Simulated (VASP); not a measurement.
# GaMo (F-43m) in VASP: further runs

GaMo is run at these levels: PBE; tasks: relaxation of cell and atoms.

Everything below comes from runs of VASP 6.6.1. Logs are shortened: lines on timing, memory, paths and dates and some standing lists are left out, and cuts for length are marked.

### 1 The cell of the first run

The structure is cubic, space group F-43m (No. 216). Conventional cell: a = 5.271 Å, b = 5.271 Å, c = 5.271 Å, α = 90.00°, β = 90.00°, γ = 90.00°. Within 3.0 Å of Ga (site symmetry -43m) lie 4 Mo at 2.28 Å. Within 3.0 Å of Mo (site symmetry -43m) lie 4 Ga at 2.28 Å.

### 2 Relaxation of cell and atoms, PBE

Input file INCAR:

```
SYSTEM = GaMo
PREC = Accurate
ENCUT = 600
EDIFF = 1E-6
ISMEAR = 0
SIGMA = 0.2
LREAL = .FALSE.
LASPH = .TRUE.
NELM = 80
ALGO = Normal
ISIF = 3
LWAVE = .FALSE.
LCHARG = .FALSE.
GGA = PE
IBRION = 2
NSW = 36
EDIFFG = -0.08
```

Input file KPOINTS:

```
regular mesh
0
G
  6 6 6
  0 0 0
```

Input file POSCAR:

```
GaMo
1.0
    0.0000000000      2.6356305500      2.6356305500
    2.6356305500      0.0000000000      2.6356305500
    2.6356305500      2.6356305500      0.0000000000
Ga Mo
1 1
Direct
    0.5000000000      0.5000000000      0.5000000000
    0.7500000000      0.7500000000      0.7500000000
```

Potentials or basis: VASP PAW PBE potentials, release 64 (Ga_d, Mo_sv).

Started as:

```bash
cat potpaw_PBE.64/Ga_d/POTCAR potpaw_PBE.64/Mo_sv/POTCAR > POTCAR
mpirun -np 1 vasp_std > vasp.out
```

OUTCAR:

```text
SYSTEM = GaMo
   PREC = Accurate
   ENCUT = 600
   EDIFF = 1E-6
   ISMEAR = 0
   LREAL = .FALSE.
   LASPH = .TRUE.
   NELM = 80
   ISIF = 3
   GGA = PE
   IBRION = 2
   NSW = 36
   EDIFFG = -0.08

 ion  position               nearest neighbor table
   1  0.500  0.500  0.500-   2 2.28   2 2.28   2 2.28   2 2.28
   2  0.750  0.750  0.750-   1 2.28   1 2.28   1 2.28   1 2.28

  LATTYP: Found a face centered cubic cell.
 ALAT       =     5.2712611000

  Lattice vectors:

 A1 = (   0.0000000000,   2.6356305500,   2.6356305500)
 A2 = (   2.6356305500,   0.0000000000,   2.6356305500)
 A3 = (   2.6356305500,   2.6356305500,   0.0000000000)

Analysis of symmetry for initial positions (statically):
=====================================================================
 Subroutine PRICEL returns:
 Original cell was already a primitive cell.

 Routine SETGRP: Setting up the symmetry group for a
 face centered cubic supercell.

 Subroutine GETGRP returns: Found 24 space group operations
 (whereof 24 operations were pure point group operations)
 out of a pool of 48 trial point group operations.

The static configuration has the point symmetry T_d .

Analysis of symmetry for dynamics (positions and initial velocities):
=====================================================================
 Subroutine PRICEL returns:
 Original cell was already a primitive cell.

 Routine SETGRP: Setting up the symmetry group for a
 face centered cubic supercell.

 Subroutine GETGRP returns: Found 24 space group operations
 (whereof 24 operations were pure point group operations)
 out of a pool of 48 trial point group operations.

The dynamic configuration has the point symmetry T_d .

 Subroutine INISYM returns: Found 24 space group operations
 (whereof 24 operations are pure point group operations),
 and found     1 'primitive' translations

----------------------------------------------------------------------------------------

                                     Primitive cell

  volume of cell :      36.6171

  direct lattice vectors                    reciprocal lattice vectors
     0.000000000  2.635630550  2.635630550    -0.189707924  0.189707924  0.189707924
     2.635630550  0.000000000  2.635630550     0.189707924 -0.189707924  0.189707924
     2.635630550  2.635630550  0.000000000     0.189707924  0.189707924 -0.189707924

  length of vectors
     3.727344469  3.727344469  3.727344469     0.328583763  0.328583763  0.328583763

  position of ions in fractional coordinates (direct lattice)
     0.500000000  0.500000000  0.500000000
     0.750000000  0.750000000  0.750000000

  ion indices of the primitive-cell ions
   primitive index   ion index
                 1           1
                 2           2

----------------------------------------------------------------------------------------

 KPOINTS: regular mesh

Automatic generation of k-mesh.
 Grid dimensions read from file:
 generate k-points for:    6    6    6

 Generating k-lattice:

  Cartesian coordinates                     Fractional coordinates (reciprocal lattice)
    -0.031617987  0.031617987  0.031617987     0.166666667  0.000000000  0.000000000
     0.031617987 -0.031617987  0.031617987     0.000000000  0.166666667  0.000000000
     0.031617987  0.031617987 -0.031617987     0.000000000  0.000000000  0.166666667

  Length of vectors
     0.054763960  0.054763960  0.054763960

  Shift w.r.t. Gamma in fractional coordinates (k-lattice)
     0.000000000  0.000000000  0.000000000

 Subroutine IBZKPT returns following result:
 ===========================================

 Found     16 irreducible k-points:

 Following reciprocal coordinates:
            Coordinates               Weight
  0.000000  0.000000  0.000000      1.000000
  0.166667  0.000000  0.000000      8.000000
  0.333333  0.000000  0.000000      8.000000
  0.500000  0.000000  0.000000      4.000000
  0.166667  0.166667  0.000000      6.000000
  0.333333  0.166667  0.000000     24.000000
[... 8 lines left out ...]
 -0.333333  0.333333  0.166667     24.000000
 -0.333333  0.500000  0.166667     12.000000
   k-points           NKPTS =     16   k-points in BZ     NKDIM =     16   number of bands    NBANDS=     17
   number of dos      NEDOS =    301   number of ions     NIONS =      2
   total plane-waves  NPLWV =  27000
   dimension x,y,z NGX =    30 NGY =   30 NGZ =   30
   dimension x,y,z NGXF=    60 NGYF=   60 NGZF=   60
   ions per type =               1   1
   NGX,Y,Z   is equivalent  to a cutoff of  13.38, 13.38, 13.38 a.u.
   NGXF,Y,Z  is equivalent  to a cutoff of  26.76, 26.76, 26.76 a.u.
 SYSTEM =  GaMo
   PREC   = accura    normal or accurate (medium, high low for compatibility)
   ISTART =      0    job   : 0-new  1-cont  2-samecut
   ICHARG =      2    charge: 1-file 2-atom 10-const
   ISPIN  =      1    spin polarized calculation?
   LNONCOLLINEAR =      F non collinear calculations
   LSORBIT =      F    spin-orbit coupling
   LASPH  =      T    aspherical Exc in radial PAW
   ENCUT  =  600.0 eV  44.10 Ry    6.64 a.u.   7.44  7.44  7.44*2*pi/ulx,y,z
   NELM   =     80;   NELMIN=  2; NELMDL= -5     # of ELM steps
   EDIFF  = 0.1E-05   stopping-criterion for ELM
   LREAL  =      F    real-space projection
   EDIFFG = -.8E-01   stopping-criterion for IOM
   NSW    =     36    number of steps for IOM
   IBRION =      2    ionic relax: 0-MD 1-quasi-New 2-CG
   NFREE  =      1    steps in history (QN), initial steepest desc. (CG)
   ISIF   =      3    stress and relaxation
   ISYM   =      2    0-nonsym 1-usesym 2-fastsym
   POTIM  = 0.5000    time-step for ionic-motion
   TEBEG  =    0.0;   TEEND  =   0.0 temperature during run
   PSTRESS=    0.0 pullay stress
   NELECT =      27.0000    total number of electrons
   NUPDOWN=      -1.0000    fix difference up-down
   EMIN   =  10.00;   EMAX   =-10.00  energy-range for DOS
   EFERMI =   0.00;   METHOD = LEGACY
   ISMEAR =     0;   SIGMA  =   0.20  broadening in eV -4-tet -1-fermi 0-gaus
   EFERMI_NEDOS =   21; number of points for ismear=-14 and -15
   IALGO  =     38    algorithm
   IMIX   =      4    mixing-type and parameters
     AMIX     =   0.40;   BMIX     =  1.00
     AMIX_MAG =   1.60;   BMIX_MAG =  1.00
  volume/ion in A,a.u.               =      18.31       123.55
  Fermi-wavevector in a.u.,A,eV,Ry     =   1.479000  2.794905 29.761948  2.187441
  Thomas-Fermi vector in A             =   2.593212
   LORBIT       =      0    0 simple, 1 ext, 2 COOP (PROOUT), +10 PAW based schemes
   GGA     = PE    functional components
   LHFCALC =     F    Hartree Fock is set to
   AEXX    =    0.0000 exact exchange contribution
   IVDW    =     0    specifies the selected vdW correction
   LEPSILON=     F    determine dielectric tensor
   LRPA    =     F    only Hartree local field effects (RPA)
 conjugate gradient relaxation of ions
 non-spin polarized calculation
 Gauss-broadening in eV      SIGMA  =   0.20
  energy-cutoff  :      600.00
  volume of cell :       36.62
 maximum number of plane-waves:      1243
 NGX is ok and might be reduce to    30
   NGX = 15   NGY = 15   NGZ = 15

--------------------------------------- Ionic step        1  -------------------------------------------

 number of electron      27.0000009 magnetization

 Free energy of the ion-electron system (eV)
  ---------------------------------------------------
  ext. energy  EPLUGINS =         0.00000000
  ---------------------------------------------------
  free energy    TOTEN  =        -9.67205308 eV

  energy without entropy =       -9.62634208  energy(sigma->0) =       -9.64919758

------------------------ aborting loop because EDIFF is reached ----------------------------------------

  FORCE on cell =-STRESS in cart. coord.  units (eV):
  Direction    XX          YY          ZZ          XY          YZ          ZX
  --------------------------------------------------------------------------------------
  -------------------------------------------------------------------------------------
  Total        7.1355379      7.1355379      7.1355379      0.0000000      0.0000000      0.0000000
  in kB      312.2149563    312.2149563    312.2149563      0.0000000      0.0000000      0.0000000
  external PRESSURE =     312.2149563 kB  Pullay stress =       0.0000000 kB
[... 21 lines left out ...]
  energy  without entropy=       -9.6263420834  energy(sigma->0) =       -9.64919758

--------------------------------------- Ionic step        2  -------------------------------------------

 number of electron      27.0000022 magnetization

 E-fermi :   2.9339     XC(G=0):  -9.2195

 val. band max:        2.8918859489   @ k =   0.5000   0.3333   0.1667
 cond. band min:       2.9959962961   @ k =  -0.3333   0.1667   0.0000
 fundamental gap:      0.1041103473
 Fermi energy:         2.9338644736

 k-point     1 :       0.0000    0.0000    0.0000
  band No.  band energies     occupation
      1     -57.9218      2.00000
      2     -31.9890      2.00000
      3     -31.9890      2.00000
      4     -31.9890      2.00000
      5     -10.9705      2.00000
      6     -10.9705      2.00000
[... 9 lines left out ...]
     16       8.0738      0.00000
     17       9.9349      0.00000
[... 331 lines left out ...]
  energy  without entropy=       -9.8342994717  energy(sigma->0) =       -9.88247595

--------------------------------------- Ionic step        3  -------------------------------------------

 number of electron      26.9999982 magnetization

 Free energy of the ion-electron system (eV)
  ---------------------------------------------------
  ext. energy  EPLUGINS =         0.00000000
  ---------------------------------------------------
  free energy    TOTEN  =       -10.44912180 eV

  energy without entropy =      -10.37934869  energy(sigma->0) =      -10.41423525

 E-fermi :   4.7345     XC(G=0): -10.2884

 val. band max:        4.6920787460   @ k =   0.5000   0.5000   0.0000
 cond. band min:       4.7438535607   @ k =  -0.3333   0.3333   0.0000
 fundamental gap:      0.0517748147
 Fermi energy:         4.7344957240

 k-point     1 :       0.0000    0.0000    0.0000
  band No.  band energies     occupation
      1     -56.0054      2.00000
      2     -30.1093      2.00000
      3     -30.1093      2.00000
      4     -30.1093      2.00000
      5      -9.3342      2.00000
      6      -9.3342      2.00000
[... 9 lines left out ...]
     16      11.0731      0.00000
     17      13.2072      0.00000
[... 327 lines left out ...]
  FREE ENERGIE OF THE ION-ELECTRON SYSTEM (eV)
  ---------------------------------------------------
  free  energy   TOTEN  =       -10.4491218009 eV

  energy  without entropy=      -10.3793486948  energy(sigma->0) =      -10.41423525

 reached required accuracy - stopping structural energy minimisation
```

Wall time 22 s (1 thread of AMD EPYC 9R45 (Zen 5), shared host); peak memory 0.14 GiB.

Results:

```
Free energy                            : -10.4491 eV
Relaxed volume                         : 23.41 Å³/atom
Relaxed cell                           : a = 4.046 Å, b = 4.046 Å, c = 4.046 Å, α = 60.00°, β = 60.00°, γ = 60.00°
Space group after relaxing (to 0.05 Å) : F-43m (No. 216)
Energy gained by relaxing              : 388.5 meV/atom
Ionic steps                            : 3
Pressure after relaxing                : -0.5 GPa
```

The path:
| step | energy change (eV) | largest force (eV/Å) | pressure (GPa) | volume (Å³) |
| --- | --- | --- | --- | --- |
| 1 | 0.0000 | 0.0000 | 31.22 | 36.62 |
| 2 | -0.2586 | 0.0000 | -10.80 | 58.97 |
| 3 | -0.7771 | 0.0000 | -0.47 | 46.83 |

Final structure:
```
Ga Mo
1.0
     0.00000    2.86085    2.86085
     2.86085    0.00000    2.86085
     2.86085    2.86085    0.00000
Ga Mo
1 1
Direct
  0.50000 0.50000 0.50000
  0.75000 0.75000 0.75000
```

Caveat: the volume moved by over 15 % at a fixed basis, so the end points are rough.

### 3 Relaxation of cell and atoms, PBE

This run uses another cell than the first one, of 19.62 Å³/atom, 1.071 times its volume.

Input file INCAR:

```
PREC = Accurate
ENCUT = 600
EDIFF = 1E-7
ISMEAR = 0
SIGMA = 0.2
LREAL = False
LASPH = True
NELM = 80
ALGO = Fast
ISIF = 3
LWAVE = False
LCHARG = False
GGA = PE
IBRION = 2
NSW = 36
EDIFFG = -0.08
```

Input file KPOINTS:

```
regular mesh
0
Gamma
  6 6 6
```

Input file POSCAR:

```
GaMo
1.0
    0.0000000000      2.6970040800      2.6970040800
    2.6970040800      0.0000000000      2.6970040800
    2.6970040800      2.6970040800      0.0000000000
Ga Mo
1 1
Direct
    0.0000000000      0.0000000000      0.0000000000
    0.7500000000      0.7500000000      0.7500000000
```

Potentials or basis: VASP PAW PBE potentials, release 64 (Ga_d, Mo_sv).

Started as:

```bash
cat potpaw_PBE.64/Ga_d/POTCAR potpaw_PBE.64/Mo_sv/POTCAR > POTCAR
mpirun -np 1 vasp_std > vasp.out
```

OUTCAR:

```text
PREC = Accurate
   ENCUT = 600
   EDIFF = 1E-7
   ISMEAR = 0
   LREAL = False
   LASPH = True
   NELM = 80
   ISIF = 3
   GGA = PE
   IBRION = 2
   NSW = 36
   EDIFFG = -0.08

 ion  position               nearest neighbor table
   1  0.000  0.000  0.000-   2 2.34   2 2.34   2 2.34   2 2.34
   2  0.750  0.750  0.750-   1 2.34   1 2.34   1 2.34   1 2.34

  LATTYP: Found a face centered cubic cell.
 ALAT       =     5.3940081600

  Lattice vectors:

 A1 = (   0.0000000000,   2.6970040800,   2.6970040800)
 A2 = (   2.6970040800,   0.0000000000,   2.6970040800)
 A3 = (   2.6970040800,   2.6970040800,   0.0000000000)

Analysis of symmetry for initial positions (statically):
=====================================================================
 Subroutine PRICEL returns:
 Original cell was already a primitive cell.

 Routine SETGRP: Setting up the symmetry group for a
 face centered cubic supercell.

 Subroutine GETGRP returns: Found 24 space group operations
 (whereof 24 operations were pure point group operations)
 out of a pool of 48 trial point group operations.

The static configuration has the point symmetry T_d .

[... 156 lines left out ...]

  FORCE on cell =-STRESS in cart. coord.  units (eV):
  Direction    XX          YY          ZZ          XY          YZ          ZX
  --------------------------------------------------------------------------------------
  -------------------------------------------------------------------------------------
  Total        4.6672016      4.6672016      4.6672016      0.0000000      0.0000000      0.0000000
  in kB      190.5865900    190.5865900    190.5865900      0.0000000      0.0000000      0.0000000
  external PRESSURE =     190.5865900 kB  Pullay stress =       0.0000000 kB
[... 23 lines left out ...]
--------------------------------------- Ionic step        2  -------------------------------------------

 number of electron      26.9999984 magnetization

 E-fermi :   3.5651     XC(G=0):  -9.6149

 val. band max:        3.5050473877   @ k =  -0.3333   0.3333   0.0000
 cond. band min:       3.6285870766   @ k =  -0.3333   0.1667   0.0000
 fundamental gap:      0.1235396889
 Fermi energy:         3.5651116361

 k-point     1 :       0.0000    0.0000    0.0000
  band No.  band energies     occupation
      1     -57.2517      2.00000
      2     -31.3288      2.00000
      3     -31.3288      2.00000
      4     -31.3288      2.00000
      5     -10.3725      2.00000
      6     -10.3725      2.00000
[... 344 lines left out ...]
--------------------------------------- Ionic step        3  -------------------------------------------

 number of electron      26.9999981 magnetization

 Free energy of the ion-electron system (eV)
  ---------------------------------------------------
  ext. energy  EPLUGINS =         0.00000000
  ---------------------------------------------------
  free energy    TOTEN  =       -10.45012182 eV

  energy without entropy =      -10.38075526  energy(sigma->0) =      -10.41543854

 E-fermi :   4.7700     XC(G=0): -10.3080

 val. band max:        4.7294783057   @ k =   0.5000   0.5000   0.0000
 cond. band min:       4.7819762767   @ k =  -0.3333   0.3333   0.0000
 fundamental gap:      0.0524979709
 Fermi energy:         4.7700391796

 k-point     1 :       0.0000    0.0000    0.0000
  band No.  band energies     occupation
      1     -55.9679      2.00000
      2     -30.0726      2.00000
      3     -30.0726      2.00000
      4     -30.0726      2.00000
      5      -9.3033      2.00000
      6      -9.3033      2.00000
[... 338 lines left out ...]
  FREE ENERGIE OF THE ION-ELECTRON SYSTEM (eV)
  ---------------------------------------------------
  free  energy   TOTEN  =       -10.4501218187 eV

  energy  without entropy=      -10.3807552636  energy(sigma->0) =      -10.41543854

 reached required accuracy - stopping structural energy minimisation
```

OSZICAR:

```text
N       E                     dE             d eps       ncg     rms          rms(c)
DAV:   1     0.257005937379E+03    0.25701E+03   -0.16885E+04   576   0.261E+03
DAV:   2     0.323275538323E+01   -0.25377E+03   -0.25069E+03   600   0.521E+02
DAV:   3    -0.102050846255E+02   -0.13438E+02   -0.13163E+02   670   0.121E+02
[... 75 lines left out ...]
RMM:  21    -0.104501211170E+02   -0.43699E-06   -0.52492E-06   503   0.510E-03    0.872E-04
RMM:  22    -0.104501214332E+02   -0.31618E-06   -0.32157E-06   352   0.312E-03    0.111E-03
RMM:  23    -0.104501216137E+02   -0.18052E-06   -0.18379E-06   289   0.206E-03    0.128E-03
RMM:  24    -0.104501217447E+02   -0.13103E-06   -0.13238E-06   247   0.167E-03    0.135E-03
RMM:  25    -0.104501218187E+02   -0.74047E-07   -0.73141E-07   214   0.126E-03
   3 F= -.10450122E+02 E0= -.10415439E+02  d E =-.370990E+00
```

It took 53 s on 1 thread of AMD EPYC 9R45 (Zen 5), shared host; peak memory 0.15 GiB.

Results:

```yaml
Free_energy: -10.4501 eV
Relaxed_volume: 23.32 Å³/atom
Relaxed_cell: a = 4.040 Å, b = 4.040 Å, c = 4.040 Å, α = 60.00°, β = 60.00°, γ = 60.00°
Space_group_after_relaxing_to_0.05_Å: F-43m (No. 216)
Energy_gained_by_relaxing: 185.5 meV/atom
Ionic_steps: 3
Pressure_after_relaxing: -0.2 GPa
```

The path:
```csv
step,energy change (eV),largest force (eV/Å),pressure (GPa),volume (Å³)
1,0.0000,0.0000,19.06,39.24
2,-0.1504,0.0000,-8.27,54.03
3,-0.3710,0.0000,-0.18,46.64
```

Final structure:
```
Ga Mo
1.0
     0.00000    2.85697    2.85697
     2.85697    0.00000    2.85697
     2.85697    2.85697    0.00000
Ga Mo
1 1
Direct
  0.00000 0.00000 0.00000
  0.75000 0.75000 0.75000
```

Caveat: the volume moved by over 15 % at a fixed basis, so the end points are rough.
